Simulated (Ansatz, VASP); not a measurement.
C: VASP beside Ansatz

```xyz
2
Lattice="0.0000 1.7659 1.7659 1.7659 0.0000 1.7659 1.7659 1.7659 0.0000" Properties=species:S:1:pos:R:3 pbc="T T T"
C     1.7659    1.7659    1.7659
C     2.6488    2.6488    2.6488
```

Alike in both runs: functional LDA; k mesh 12 × 12 × 12; occupations gaussian, width 0.02 eV; no spin polarisation.

Ansatz relaxed the structure, and its values are those at the end. VASP's run is a single point on that final structure, the one shown.

|  | VASP | Ansatz |
| --- | --- | --- |
| version | VASP 6.6.1 | Ansatz 0.2.0 |
| potentials or method | VASP PAW LDA potentials, release 64 (C), cutoff 520 eV | scalar-relativistic, plane waves, PAW |
| valence electrons in the cell | 8 | 8 |

```tsv
	VASP	Ansatz	Ansatz less VASP
gap on the k mesh at the Fermi level (eV)	4.20	4.20	+0.001
least direct gap on the mesh (eV)	5.63	5.62	-0.002
pressure (GPa)	1.6	0.0	-1.63
```

LDA's correlation is that of Perdew and Zunger in VASP and of Perdew and Wang (1992) in Ansatz.
